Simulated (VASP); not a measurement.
# AlN (P6_3mc) in VASP: a series of runs, part 3 of 3

VASP 6.6.1.

## 5. Single point, LDA

INCAR reads:

```
  PREC = Accurate
  ENCUT = 520
  EDIFF = 1E-7
  ISMEAR = 0
  SIGMA = 0.03
  LREAL = False
  LASPH = True
  NELM = 60
  ALGO = Normal
  ISIF = 2
  LWAVE = False
  LCHARG = True
  GGA = CA
  LELF = True
  LVHAR = True
  NBANDS = 16
```

KPOINTS reads:

```
Automatic mesh
0
Gamma
  8 8 5
```

POSCAR reads:

```
AlN
1.0
    3.1109999993      0.0000000000      0.0000000000
   -1.5554999997      2.6942050306      0.0000000000
    0.0000000000      0.0000000000      4.9511140000
Al N
2 2
Direct
    0.3333333333      0.6666666667     -0.0004548268
    0.6666666667      0.3333333333      0.4995451732
    0.3333333333      0.6666666667      0.3824548268
    0.6666666667      0.3333333333      0.8824548268
```

Command:

```
> cat potpaw_LDA.64/Al/POTCAR potpaw_LDA.64/N/POTCAR > POTCAR
> mpirun -np 1 vasp_std > vasp.out
```

Run time: 6.8 s. Hardware: 1 thread of Intel Xeon 6975P-C (Granite Rapids), shared host; peak memory 0.14 GiB.

The run converged. Its results:

```
Free energy            : -32.8361 eV
Pressure               : -2.7 GPa
Band gap on the k mesh : 4.25 eV, direct
```

Forces on the atoms (eV/Å):
```
Al   0.000  0.000 -0.002
Al   0.000  0.000 -0.002
N    0.000  0.000  0.002
N    0.000  0.000  0.002
```

Stress tensor (GPa, compression positive):
```
-3.36  0.00  0.00
 0.00 -3.36  0.00
 0.00  0.00 -1.53
```

Levels at points of the mesh, in eV from the valence-band top:
```tsv
k point	band 4	band 5	band 6	band 7	band 8	band 9	band 10	band 11	band 12	band 13
(0.00, 0.00, 0.00)	-0.94	-0.94	-0.27	-0.27	0.00	4.25	6.51	10.53	10.89	10.89
(0.50, 0.00, 0.00)	-4.24	-3.43	-2.19	-1.84	-0.74	5.61	5.70	8.09	10.15	10.71
```

## 6. Single point, r2SCAN

POSCAR reads:

```
AlN
1.0
    3.1109999993      0.0000000000      0.0000000000
   -1.5554999997      2.6942050306      0.0000000000
    0.0000000000      0.0000000000      4.9511140000
Al N
2 2
Direct
    0.3333333333      0.6666666667     -0.0004426043
    0.6666666667      0.3333333333      0.4995573957
    0.3333333333      0.6666666667      0.3824426043
    0.6666666667      0.3333333333      0.8824426043
```

INCAR.step1 reads:

```
ALGO = Normal
EDIFF = 1E-4
ENCUT = 520
GGA = PE
ISMEAR = 0
LASPH = T
LCHARG = F
LREAL = F
LWAVE = T
NBANDS = 16
NELM = 60
PREC = Accurate
SIGMA = 0.05
```

INCAR.step2 reads:

```
ALGO = Normal
EDIFF = 1E-7
ENCUT = 520
ISIF = 2
ISMEAR = 0
ISTART = 1
LASPH = T
LCHARG = T
LELF = T
LMIXTAU = T
LREAL = F
LVHAR = T
LWAVE = F
METAGGA = R2SCAN
NBANDS = 16
NELM = 60
PREC = Accurate
SIGMA = 0.05
```

KPOINTS reads:

```
k-points
0
Gamma
  8 8 5
```

Potentials or basis: VASP PAW PBE potentials, release 64 (Al, N).

Command:

```
> cat potpaw_PBE.64/Al/POTCAR potpaw_PBE.64/N/POTCAR > POTCAR
> cp INCAR.step1 INCAR
> mpirun -np 1 vasp_std > vasp.out
> cp INCAR.step2 INCAR
> mpirun -np 1 vasp_std > vasp.out
```

OUTCAR:

```text
EDIFF = 1E-7
   ENCUT = 520
   ISIF = 2
   ISMEAR = 0
   ISTART = 1
   LASPH = T
   LREAL = F
   METAGGA = R2SCAN
   NELM = 60
   PREC = Accurate

 ion  position               nearest neighbor table
   1  0.333  0.667  1.000-   4 1.89   4 1.89   4 1.89   3 1.90   2 3.06   2 3.06   2 3.06   2 3.06
                             2 3.06   2 3.06
   2  0.667  0.333  0.500-   3 1.89   3 1.89   3 1.89   4 1.90   1 3.06   1 3.06   1 3.06   1 3.06
                             1 3.06   1 3.06
   3  0.333  0.667  0.382-   2 1.89   2 1.89   2 1.89   1 1.90
   4  0.667  0.333  0.882-   1 1.89   1 1.89   1 1.89   2 1.90

  LATTYP: Found a hexagonal cell.
 ALAT       =     3.1109999993
 C/A-ratio  =     1.5914863392

  Lattice vectors:

 A1 = (   3.1109999993,   0.0000000000,   0.0000000000)
 A2 = (  -1.5554999997,   2.6942050306,   0.0000000000)
 A3 = (   0.0000000000,   0.0000000000,   4.9511140000)

Analysis of symmetry for initial positions (statically):
=====================================================================
 Subroutine PRICEL returns:
 Original cell was already a primitive cell.

 Routine SETGRP: Setting up the symmetry group for a
 hexagonal supercell.

 Subroutine GETGRP returns: Found 12 space group operations
 (whereof  6 operations were pure point group operations)
 out of a pool of 24 trial point group operations.

The static configuration has the point symmetry C_3v.
 The point group associated with its full space group is C_6v.

Analysis of symmetry for dynamics (positions and initial velocities):
=====================================================================
 Subroutine PRICEL returns:
 Original cell was already a primitive cell.

 Routine SETGRP: Setting up the symmetry group for a
 hexagonal supercell.
[... 122 lines left out ...]
   NUPDOWN=      -1.0000    fix difference up-down
   EMIN   =  10.00;   EMAX   =-10.00  energy-range for DOS
   EFERMI =   0.00;   METHOD = LEGACY
   ISMEAR =     0;   SIGMA  =   0.05  broadening in eV -4-tet -1-fermi 0-gaus
   EFERMI_NEDOS =   21; number of points for ismear=-14 and -15
   IALGO  =     38    algorithm
   IMIX   =      4    mixing-type and parameters
     AMIX     =   0.40;   BMIX     =  1.00
     AMIX_MAG =   1.60;   BMIX_MAG =  1.00
  volume/ion in A,a.u.               =      10.37        70.01
  Fermi-wavevector in a.u.,A,eV,Ry     =   1.191526  2.251658 19.316666  1.419735
  Thomas-Fermi vector in A             =   2.327586
   LORBIT       =      0    0 simple, 1 ext, 2 COOP (PROOUT), +10 PAW based schemes
   METAGGA = R2SCAN    functional components
   LHFCALC =     F    Hartree Fock is set to
   AEXX    =    0.0000 exact exchange contribution
   IVDW    =     0    specifies the selected vdW correction
   LEPSILON=     F    determine dielectric tensor
   LRPA    =     F    only Hartree local field effects (RPA)
 non-spin polarized calculation
 Gauss-broadening in eV      SIGMA  =   0.05
  energy-cutoff  :      520.00
  volume of cell :       41.50
 maximum number of plane-waves:      1132
 NGX is ok and might be reduce to    24
   NGX = 11   NGY = 11   NGZ = 19

 number of electron      15.9999997 magnetization

 Free energy of the ion-electron system (eV)
  ---------------------------------------------------
  ext. energy  EPLUGINS =         0.00000000
  ---------------------------------------------------
  free energy    TOTEN  =       -38.45507592 eV

  energy without entropy =      -38.45507592  energy(sigma->0) =      -38.45507592

 E-fermi :   6.2769     XC(G=0): -11.4295

 val. band max:        5.9891594492   @ k =   0.0000   0.0000   0.0000
 cond. band min:      10.8968266192   @ k =   0.0000   0.0000   0.0000
 fundamental gap:      4.9076671700
 Fermi energy:         6.2768735938

 k-point     1 :       0.0000    0.0000    0.0000
  band No.  band energies     occupation
      1     -10.0534      2.00000
      2      -7.8936      2.00000
      3      -0.1121      2.00000
      4       5.0221      2.00000
      5       5.0221      2.00000
      6       5.7038      2.00000
[... 433 lines left out ...]
      3       0.6171      2.00000
      4       1.0240      2.00000
      5       3.9128      2.00000
      6       4.3367      2.00000
[... 8 lines left out ...]
     15      19.5170      0.00000
     16      20.8240      0.00000

 [... further k-points ...]
[... 5 lines left out ...]
  --------------------------------------------------------------------------------------
  -------------------------------------------------------------------------------------
  Total       -0.1462711     -0.1462711      0.3754663      0.0000000      0.0000000      0.0000000
  in kB       -5.6472325     -5.6472325     14.4959931      0.0000000      0.0000000      0.0000000
  external PRESSURE =       1.0671761 kB  Pullay stress =       0.0000000 kB

 VOLUME and BASIS-vectors are now :
 -----------------------------------------------------------------------------
  energy-cutoff  :      520.00
  volume of cell :       41.50
      direct lattice vectors                 reciprocal lattice vectors
     3.110999999  0.000000000  0.000000000     0.321440052  0.185583500  0.000000000
    -1.555500000  2.694205031  0.000000000     0.000000000  0.371167001  0.000000000
     0.000000000  0.000000000  4.951114000     0.000000000  0.000000000  0.201974748

 POSITION                                       TOTAL-FORCE (eV/Angst)
 -----------------------------------------------------------------------------------
     -0.00000      1.79614      4.94892         0.000000     -0.000000     -0.002542
      1.55550      0.89807      2.47337        -0.000000      0.000000     -0.002542
     -0.00000      1.79614      1.89352         0.000000      0.000000      0.002542
      1.55550      0.89807      4.36907         0.000000     -0.000000      0.002542
 -----------------------------------------------------------------------------------
    total drift:                               -0.000000      0.000000     -0.019070

  FREE ENERGIE OF THE ION-ELECTRON SYSTEM (eV)
  ---------------------------------------------------
  free  energy   TOTEN  =       -38.4550759177 eV

  energy  without entropy=      -38.4550759177  energy(sigma->0) =      -38.45507592
```

OSZICAR.step1:

```text
N       E                     dE             d eps       ncg     rms          rms(c)
DAV:   1     0.403438327970E+02    0.40344E+02   -0.72538E+03   960   0.891E+02
DAV:   2    -0.311430238926E+02   -0.71487E+02   -0.65927E+02  1304   0.190E+02
DAV:   3    -0.345146251417E+02   -0.33716E+01   -0.33643E+01  1216   0.419E+01
DAV:   4    -0.345351179522E+02   -0.20493E-01   -0.20491E-01  1192   0.368E+00
DAV:   5    -0.345353900370E+02   -0.27208E-03   -0.27208E-03  1248   0.427E-01    0.122E+01
DAV:   6    -0.297525949444E+02    0.47828E+01   -0.10638E+01  1136   0.237E+01    0.417E+00
DAV:   7    -0.297753038430E+02   -0.22709E-01   -0.68745E-01  1048   0.583E+00    0.296E+00
DAV:   8    -0.297680639305E+02    0.72399E-02   -0.59878E-02  1056   0.225E+00    0.593E-01
DAV:   9    -0.297630386173E+02    0.50253E-02   -0.12157E-02  1304   0.817E-01    0.246E-01
DAV:  10    -0.297636617393E+02   -0.62312E-03   -0.23000E-03  1064   0.300E-01    0.131E-01
DAV:  11    -0.297635798247E+02    0.81915E-04   -0.17831E-04   856   0.103E-01
   1 F= -.29763580E+02 E0= -.29763580E+02  d E =-.123973E-11
```

Wall time 47 s (1 thread of Intel Xeon 6975P-C (Granite Rapids), shared host); peak memory 0.17 GiB.

Results:

```yaml
Free_energy: -38.4551 eV
Pressure: 0.1 GPa
Band_gap_on_the_k_mesh: 4.91 eV, direct
```

Forces on the atoms (eV/Å):
```
Al   0.000  0.000 -0.003
Al   0.000  0.000 -0.003
N    0.000  0.000  0.003
N    0.000  0.000  0.003
```

Levels at points of the mesh, in eV from the valence-band top:
| k point | band 5 | band 6 | band 7 | band 8 | band 9 | band 10 | band 11 | band 12 |
| --- | --- | --- | --- | --- | --- | --- | --- | --- |
| (0.00, 0.00, 0.00) | -0.97 | -0.29 | -0.29 | 0.00 | 4.91 | 7.46 | 11.65 | 11.95 |
| (0.50, 0.00, 0.00) | -3.43 | -2.22 | -1.80 | -0.75 | 6.47 | 6.50 | 9.03 | 11.25 |

Caveat: the PAW data sets were made with another functional, which shifts forces and pressure a little. r2SCAN opens gaps a little over a GGA but as a rule still falls short of measured ones.

## 7. Summary

```tsv
level	potentials or basis	smearing	gap on the mesh (eV)	pressure (GPa)
PBE	VASP PAW PBE potentials, release 64 (Al, N)	gaussian 0.05 eV	4.23	4.9
PBE	VASP PAW PBE potentials, release 64 (Al, N)	gaussian 0.03 eV	4.23	4.9
LDA	VASP PAW LDA potentials, release 64 (Al, N)	gaussian 0.05 eV	4.25	-2.8
LDA	VASP PAW LDA potentials, release 64 (Al, N)	gaussian 0.03 eV	4.25	-2.7
r2SCAN	VASP PAW PBE potentials, release 64 (Al, N)	gaussian 0.05 eV	4.91	0.1
```

Alike in all rows: task single point; no spin polarisation; cell as given; k mesh 8 × 8 × 5; cutoff (eV) 520.

Caveats: the PAW data sets were made with another functional, which shifts forces and pressure a little (some runs).

Absolute energies hang on the potentials; compare differences alone.
